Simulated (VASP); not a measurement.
Here is a VASP 6.6.1 calculation.

Contents of POSCAR:

```
Ge
1.0
   -1.6084200000      1.6084200000      1.8731800000
    1.6084200000     -1.6084200000      1.8731800000
    1.6084200000      1.6084200000     -1.8731800000
Ge
1
Direct
    0.5000000000      0.5000000000      0.0000000000
```

The input INCAR.step1:

```
SYSTEM = Ge
ALGO = Normal
EDIFF = 1E-5
ENCUT = 520
GGA = PE
ISIF = 2
ISMEAR = -1
LASPH = .True.
LCHARG = .False.
LREAL = .False.
LWAVE = .True.
NBANDS = 13
NELM = 100
PREC = Accurate
SIGMA = 0.05
```

Contents of INCAR.step2:

```
SYSTEM = Ge
ALGO = Normal
EDIFF = 1E-6
ENCUT = 520
GGA = PE
HFSCREEN = 0.2079
ISIF = 2
ISMEAR = -1
ISTART = 1
LASPH = .True.
LCHARG = .False.
LHFCALC = .True.
LREAL = .False.
LWAVE = .False.
NBANDS = 13
NELM = 100
PREC = Accurate
PRECFOCK = Normal
SIGMA = 0.05
```

File KPOINTS:

```
k-points
0
Gamma
  7 7 7
  0 0 0
```

Potentials or basis: VASP PAW PBE potentials, release 64 (Ge_d).

Launch:

```console
$ cat potpaw_PBE.64/Ge_d/POTCAR > POTCAR
$ cp INCAR.step1 INCAR
$ mpirun -np 1 vasp_std > vasp.out
$ cp INCAR.step2 INCAR
$ mpirun -np 1 vasp_std > vasp.out
```

(1) Predict the pressure.

(2) What does it give for the band gap on the k mesh?

## Answers

(1) -1.2 GPa.

(2) zero (bands 7 and 8 overlap by 12.28 eV).

Caveat: the k points lie up to 0.37 Å⁻¹ apart, too coarse for converged energies and pressures of a metal; the PAW data sets were made with another functional, which shifts forces and pressure a little.
